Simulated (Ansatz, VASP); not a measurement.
**Two plane-wave programs on C**

Contents of POSCAR:

```
C
1.0
    2.1273203072     -1.2282824400      0.0000000000
    2.1273203072      1.2282824400      0.0000000000
   -1.3790696309      0.0000000000      3.5028300786
C
2
Direct
    0.1666444700      0.1666444700      0.9999069600
    0.8333555300      0.8333555300      0.0000930400
```

INCAR.step1

```
SYSTEM = C
PREC = Accurate ; ENCUT = 520
EDIFF = 1E-5 ; ISMEAR = -1
SIGMA = 0.05 ; LREAL = .FALSE.
LASPH = .TRUE. ; NELM = 60
ALGO = Normal ; ISIF = 2
LWAVE = .TRUE. ; LCHARG = .FALSE.
GGA = PE ; NBANDS = 11
```

The input INCAR.step2:

```
SYSTEM = C
PREC = Accurate ; ENCUT = 520
EDIFF = 1E-6 ; ISMEAR = -1
SIGMA = 0.05 ; LREAL = .FALSE.
LASPH = .TRUE. ; NELM = 60
ALGO = Normal ; ISIF = 2
LWAVE = .FALSE. ; LCHARG = .FALSE.
GGA = PS ; LHFCALC = .TRUE.
AEXX = 0.25 ; HFSCREEN = 0.207
PRECFOCK = Normal ; ISTART = 1
NBANDS = 11
```

The input KPOINTS:

```
regular mesh
0
G
  7 7 4
  0 0 0
```

The input input:

```
crystal:
  lattice:
    - [2.1273203072, -1.22828244, 0.0]
    - [2.1273203072, 1.22828244, 0.0]
    - [-1.3790696309, 0.0, 3.5028300786]
  atoms:
    - { symbol: C, position: [0.16664447, 0.16664447, 0.99990696] }
    - { symbol: C, position: [0.83335553, 0.83335553, 9.304e-05] }
hamiltonian:
  xc:
    exchange: hjs_pbesol
    correlation: pbesol
    exx: { coeff: 0.25, omega: 0.207 }
  pseudopotentials: { kind: paw }
kpoints:
  mp_grid: { grid: [7, 7, 4] }
  band_path:
    path:
      - [[0.0, 0.0, 0.0], [0.5, 0.5, -1.0], [0.4123194886, 0.4123194886, -1.119026649], [0.5, 0.5, -0.5], [0.6935932999, 0.3064067001, -0.5]]
      - [[0.3064067001, -0.3064067001, 0.5], [0.0, 0.0, 0.5], [0.5876805114, 0.5876805114, 0.119026649]]
      - [[0.5, 0.5, -1.0], [0.6104897536, 0.3895102464, -1.0]]
      - [[0.3895102464, -0.3895102464, 0.0], [0.0, 0.0, 0.0], [0.5, 0.0, -0.5]]
      - [[0.5, 0.0, 0.0], [0.0, 0.0, 0.0]]
    npoints: 4
scf:
  occupations: { method: fermi_dirac, width: 0.05 }
  n_extra_bands: 6
output:
  forces: true
  stress: true
  eigenvalues: true
  fatbands: false
```

Alike in both runs: functional PBEsol-based screened hybrid; k mesh 7 × 7 × 4; occupations fermi-dirac, width 0.05 eV; no spin polarisation.

|  | VASP | Ansatz |
| --- | --- | --- |
| version | VASP 6.6.1 | Ansatz 0.2.0 |
| potentials or method | VASP PAW PBE potentials, release 64 (C) | Ansatz PAW |
| plane-wave cutoff (eV) | 520 | 420 |
| valence electrons in the cell | 8 | 8 |
| task | single point | band structure |

```csv
,VASP,Ansatz,Ansatz less VASP
gap on the k mesh at the Fermi level (eV),2.80,2.80,-0.001
pressure (GPa),-3.4,-4.1,-0.69
"traceless stress, the component that is largest in VASP (GPa)",3.92,4.76,+0.833
rms of the force components (eV/Å),0.006,0.006,0.0000
```

VASP's potentials were made for PBE, not for PBEsol-based screened hybrid. Atom by atom the forces differ by 0.000 eV/Å (rms over components). The functional is the same, so the differences come from potentials, cutoffs and numerics.

The k mesh is coarse, so the values compare programs but aren't converged.
